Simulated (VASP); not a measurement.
# Pb (P6_3/mmc) in VASP: further runs, part 2 of 2

VASP 6.6.1. The steps go on from the part before.

## 6. Single point, PBEsol (volume scaled by 1.02)

Contents of INCAR:

```
SYSTEM = Pb
PREC     = Accurate       ! precision mode
ENCUT    = 520            ! plane-wave cutoff, eV
EDIFF    = 1E-6           ! SCF threshold, eV
ISMEAR   = -1             ! smearing method
SIGMA    = 0.08           ! smearing width, eV
LREAL    = .FALSE.        ! projectors in reciprocal space
LASPH    = .TRUE.         ! aspherical terms in the spheres
NELM     = 80             ! most SCF steps
ALGO     = Normal         ! electronic algorithm
ISIF     = 2              ! what is computed and relaxed
LWAVE    = .FALSE.        ! write WAVECAR
LCHARG   = .FALSE.        ! write CHGCAR
GGA      = PS             ! functional
NBANDS   = 21             ! bands
```

Contents of KPOINTS:

```
regular mesh
0
G
  14 14 8
  0 0 0
```

Contents of POSCAR:

```
Pb
1.0
    3.5030477244      0.0000000000      0.0000000000
   -1.7515238622      3.0337283200      0.0000000000
    0.0000000000      0.0000000000      5.6270209464
Pb
2
Direct
    0.3333333333      0.6666666667      0.2500000000
    0.6666666667      0.3333333333      0.7500000000
```

Potentials or basis: VASP PAW PBE potentials, release 64 (Pb_d).

The run is started by

```bash
> cat potpaw_PBE.64/Pb_d/POTCAR > POTCAR
> mpirun -np 1 vasp_std > vasp.out
```

OUTCAR:

```text
SYSTEM = Pb
   PREC = Accurate
   ENCUT = 520
   EDIFF = 1E-6
   ISMEAR = -1
   LREAL = .FALSE.
   LASPH = .TRUE.
   NELM = 80
   ISIF = 2
   GGA = PS

 ion  position               nearest neighbor table
   1  0.333  0.667  0.250-   2 3.47   2 3.47   2 3.47   2 3.47   2 3.47   2 3.47
   2  0.667  0.333  0.750-   1 3.47   1 3.47   1 3.47   1 3.47   1 3.47   1 3.47

  LATTYP: Found a hexagonal cell.
 ALAT       =     3.5030477244
 C/A-ratio  =     1.6063215203

  Lattice vectors:
[... 190 lines left out ...]
      1      -9.7774      2.00000
      2      -9.7333      2.00000
      3      -9.7214      2.00000
      4      -9.7214      2.00000
      5      -9.6979      2.00000
      6      -9.6979      2.00000
[... 565 lines left out ...]
     20      19.5116      0.00000
     21      21.5050      0.00000

 [... further k-points ...]
[... 5 lines left out ...]
  --------------------------------------------------------------------------------------
  -------------------------------------------------------------------------------------
  Total       -0.2269444     -0.2269444      0.3911655      0.0000000      0.0000000     -0.0000000
  in kB       -6.0803539     -6.0803539     10.4802062      0.0000000      0.0000000     -0.0000000
  external PRESSURE =      -0.5601672 kB  Pullay stress =       0.0000000 kB

 VOLUME and BASIS-vectors are now :
 -----------------------------------------------------------------------------
  energy-cutoff  :      520.00
  volume of cell :       59.80
      direct lattice vectors                 reciprocal lattice vectors
     3.503047724  0.000000000  0.000000000     0.285465708  0.164813704  0.000000000
    -1.751523862  3.033728320  0.000000000     0.000000000  0.329627407  0.000000000
     0.000000000  0.000000000  5.627020946     0.000000000  0.000000000  0.177713929

 POSITION                                       TOTAL-FORCE (eV/Angst)
 -----------------------------------------------------------------------------------
     -0.00000      2.02249      1.40676        -0.000000      0.000000      0.000000
      1.75152      1.01124      4.22027         0.000000     -0.000000      0.000000
 -----------------------------------------------------------------------------------
    total drift:                               -0.000000      0.000000      0.000000

  FREE ENERGIE OF THE ION-ELECTRON SYSTEM (eV)
  ---------------------------------------------------
  free  energy   TOTEN  =        -7.9803647813 eV

  energy  without entropy=       -7.9552406827  energy(sigma->0) =       -7.96780273
```

stdout:

```text
POSCAR found type information on POSCAR Pb
 POSCAR found :  1 types and       2 ions
 scaLAPACK will be used
 -----------------------------------------------------------------------------
|                                                                             |
|                                                                             |
|     You enforced a specific xc type in the INCAR file but a different       |
|     I HOPE YOU KNOW WHAT YOU ARE DOING!                                     |
|                                                                             |
 -----------------------------------------------------------------------------

 LDA part: xc-table for (Slater+PW92), standard interpolation
 POSCAR, INCAR and KPOINTS ok, starting setup
 FFT: planning ... GRIDC
 FFT: planning ... GRID_SOFT
 FFT: planning ... GRID
 WAVECAR not read
 entering main loop
```

Run time: 2.3 min. Hardware: 1 thread of Intel Xeon Platinum 8259CL at 2.50GHz (Skylake/Cascade Lake), shared host; peak memory 0.25 GiB.

Results:

| Item | Value |
| --- | --- |
| Free energy | -7.9804 eV |
| Pressure | -0.1 GPa |
| Band gap on the k mesh | zero (band 14 reaches 12.77 eV, above the bottom of band 15 at 5.49 eV) |

Stress tensor (GPa, compression positive):
```
-0.61  0.00  0.00
 0.00 -0.61  0.00
 0.00  0.00  1.05
```

Levels at points of the mesh, in eV from the Fermi level:
```tsv
k point	band 10	band 11	band 12	band 13	band 14	band 15	band 16	band 17	band 18	band 19
(0.00, 0.00, 0.00)	-16.68	-11.82	-7.96	-4.20	5.49	5.49	7.35	7.35	8.00	8.68
(0.50, 0.00, 0.00)	-16.66	-8.36	-7.13	-2.86	-1.37	-0.49	1.79	1.97	5.70	6.12
(0.00, 0.00, 0.50)	-16.75	-10.57	-10.57	1.00	1.00	6.38	6.38	6.38	6.38	9.20
(0.50, 0.00, 0.50)	-16.67	-7.54	-7.54	-3.72	-3.72	3.40	3.40	3.71	3.71	6.93
```

Caveat: the PAW data sets were made with another functional, which shifts forces and pressure a little; spin-orbit coupling is left out, which moves the levels of the heavy elements.

## 7. Summary

```csv
cell,gap on the mesh (eV),pressure (GPa)
"a = 3.492, b = 3.492, c = 5.609 Å, angles 90.0, 90.0, 120.0°, 2 atoms",none,0.4
"a = 3.480, b = 3.480, c = 5.646 Å, angles 90.0, 90.0, 120.0°, 2 atoms",none,0.4
"a = 3.515, b = 3.515, c = 5.590 Å, angles 90.0, 90.0, 120.0°, 2 atoms",none,0.0
"a = 3.480, b = 3.480, c = 5.702 Å, angles 90.0, 90.0, 120.0°, 2 atoms",none,-0.1
"a = 3.503, b = 3.503, c = 5.627 Å, angles 90.0, 90.0, 120.0°, 2 atoms",none,-0.1
```

Alike in all rows: task single point; level PBEsol; potentials or basis VASP PAW PBE potentials, release 64 (Pb_d); no spin polarisation; k mesh 14 × 14 × 8; cutoff (eV) 520; smearing fermi-dirac 0.08 eV.

Caveats: the PAW data sets were made with another functional, which shifts forces and pressure a little; spin-orbit coupling is left out, which moves the levels of the heavy elements.

Absolute energies hang on the potentials; compare differences alone.
